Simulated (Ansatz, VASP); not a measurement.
## Two plane-wave programs on K

Contents of INCAR:

```
SYSTEM = K
  ALGO = Fast
  EDIFF = 1E-6
  ENCUT = 520
  GGA = PE
  ISIF = 2
  ISMEAR = 0
  LASPH = .TRUE.
  LCHARG = .FALSE.
  LREAL = .FALSE.
  LWAVE = .FALSE.
  NBANDS = 10
  NELM = 60
  PREC = Accurate
  SIGMA = 0.15
```

KPOINTS

```
k-points
0
G
  14 14 14
  0 0 0
```

The input POSCAR:

```
K
1.0
   -2.5787300000      2.5787300000      2.6180000000
    2.5787300000     -2.5787300000      2.6180000000
    2.6572700000      2.6572700000     -2.6180000000
K
1
Direct
    0.0000000000      0.0000000000      0.0000000000
```

Input for Ansatz:

```yaml
crystal:
  lattice:
    - [-2.57873, 2.57873, 2.618]
    - [2.57873, -2.57873, 2.618]
    - [2.65727, 2.65727, -2.618]
  atoms:
    - { symbol: K, position: [0.0, 0.0, 0.0] }
basis:
  ecutwfc: 420
kpoints:
  mp_grid: { grid: [14, 14, 14] }
hamiltonian:
  xc: pbe
scf:
  occupations: { method: gaussian, width: 0.15 }
output:
  forces: true
  stress: true
  eigenvalues: true
```

Change from the starting cell: strain +0.0300 x Voigt [0, 0, 0, 0, 0, 1], atoms carried along.

Alike in both runs: task single point; functional PBE; k mesh 14 × 14 × 14; occupations gaussian, width 0.15 eV; no spin polarisation.

|  | VASP | Ansatz |
| --- | --- | --- |
| version | VASP 6.6.1 | Ansatz 0.2.0 |
| potentials or method | VASP PAW PBE potentials, release 64 (K_sv), cutoff 520 eV | scalar-relativistic, plane waves, PAW |
| valence electrons in the cell | 9 | 9 |

|  | VASP | Ansatz | Ansatz less VASP |
| --- | --- | --- | --- |
| gap on the k mesh at the Fermi level (eV) | none | none | - |
| pressure (GPa) | 0.1 | 0.1 | 0.00 |
| traceless stress, the component that is largest in VASP (GPa) | -0.08 | -0.08 | 0.000 |

A gap of «none» marks a metal or a gap that the smearing closes.
